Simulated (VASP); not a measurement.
Here is a VASP 6.6.1 calculation.

Contents of INCAR:

```
PREC = Accurate
ENCUT = 520
EDIFF = 1E-6
ISMEAR = 0
SIGMA = 0.15
LREAL = False
LASPH = True
NELM = 60
ALGO = Fast
ISIF = 2
LWAVE = False
LCHARG = False
NBANDS = 10
```

KPOINTS

```
regular mesh
0
Gamma
  22 22 22
```

The input POSCAR:

```
Ir
1.0
    0.0000000000      2.0738013558      1.5227923356
    2.0738013558      0.0000000000      1.5227923356
    2.0738013558      2.0738013558      0.0000000000
Ir
1
Direct
    0.0000000000      0.0000000000      0.0000000000
```

Potentials or basis: VASP PAW LDA potentials, release 64 (Ir).

The run is started by

```console
$ cat potpaw_LDA.64/Ir/POTCAR > POTCAR
$ mpirun -np 1 vasp_std > vasp.out
```

Q: Predict the band gap on the k mesh.

A: Zero (an odd number of electrons rules out a gap without spin polarisation).

Q: Estimate the pressure.

A: 43.0 GPa.

Stress tensor (GPa, compression positive):
```
32.87  0.00  0.00
 0.00 32.87  0.00
 0.00  0.00 63.24
```

Caveat: the cell stands under pressure; spin-orbit coupling is left out, which moves the levels of the heavy elements.
